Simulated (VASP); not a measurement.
Wanted: the native input for a VASP 6.6.1 run.

```yaml
Task: single point
Functional: r2SCAN
Potentials_or_basis: VASP PAW PBE potentials, release 64 (V_sv, N)
Cutoff: 520 eV
k_mesh: 12 × 12 × 12
Occupations: gaussian, width 0.1 eV
Spin: no spin polarisation
Dipole_correction: no
Further_INCAR_settings: ALGO = Normal; EDIFF = 1e-06; NBANDS = 32
```

The system is VN2.

```
V N
1.0
    -2.16608    2.16608    2.48497
     2.16608   -2.16608    2.48497
     2.16608    2.16608   -2.48497
V N
2 4
Direct
  0.25000 0.25000 0.00000
  0.75000 0.75000 0.00000
  0.11336 0.61336 0.72671
  0.61336 0.88664 0.50000
  0.88664 0.38664 0.27329
  0.38664 0.11336 0.50000
```

This cell differs from its parent crystal: volume scaled by 1.03, then relaxed in part.

One way to write it, as run:

POSCAR

```
VN2
1.0
   -2.1660837508      2.1660837508      2.4849733359
    2.1660837508     -2.1660837508      2.4849733359
    2.1660837508      2.1660837508     -2.4849733359
V N
2 4
Direct
    0.2500000000      0.2500000000      0.0000000000
    0.7500000000      0.7500000000      0.0000000000
    0.1133552140      0.6133552140      0.7267104279
    0.6133552140      0.8866447860      0.5000000000
    0.8866447860      0.3866447860      0.2732895721
    0.3866447860      0.1133552140      0.5000000000
```

INCAR.step1

```
PREC = Accurate
ENCUT = 520
ISMEAR = 0
SIGMA = 0.1
LREAL = False
LASPH = True
NELM = 100
NBANDS = 32
GGA = PE
ALGO = Normal
EDIFF = 1E-4
LWAVE = True
LCHARG = False
```

INCAR.step2

```
PREC = Accurate
ENCUT = 520
EDIFF = 1E-6
ISMEAR = 0
SIGMA = 0.1
LREAL = False
LASPH = True
NELM = 100
ALGO = Normal
ISIF = 2
LWAVE = False
LCHARG = False
METAGGA = R2SCAN
LMIXTAU = True
NBANDS = 32
ISTART = 1
```

KPOINTS

```
regular mesh
0
Gamma
  12 12 12
```

Potentials or basis: VASP PAW PBE potentials, release 64 (V_sv, N).

Launch:

```console
$ cat potpaw_PBE.64/V_sv/POTCAR potpaw_PBE.64/N/POTCAR > POTCAR
$ cp INCAR.step1 INCAR
$ mpirun -np 1 vasp_std > vasp.out
$ cp INCAR.step2 INCAR
$ mpirun -np 1 vasp_std > vasp.out
```

It gave:

- Pressure: -8.0 GPa
- Largest force: 0.078 eV/Å
- Band gap on the k mesh: zero (band 23 reaches 11.44 eV, above the bottom of band 24 at 11.02 eV)

Caveat: the PAW data sets were made with another functional, which shifts forces and pressure a little; the run has no spin polarisation, though such a crystal can be magnetic.

It took 7.7 min on 1 thread of Intel(R) Xeon(R) 6975P-C (Granite Rapids), on a shared host, peak memory 0.31 GiB.
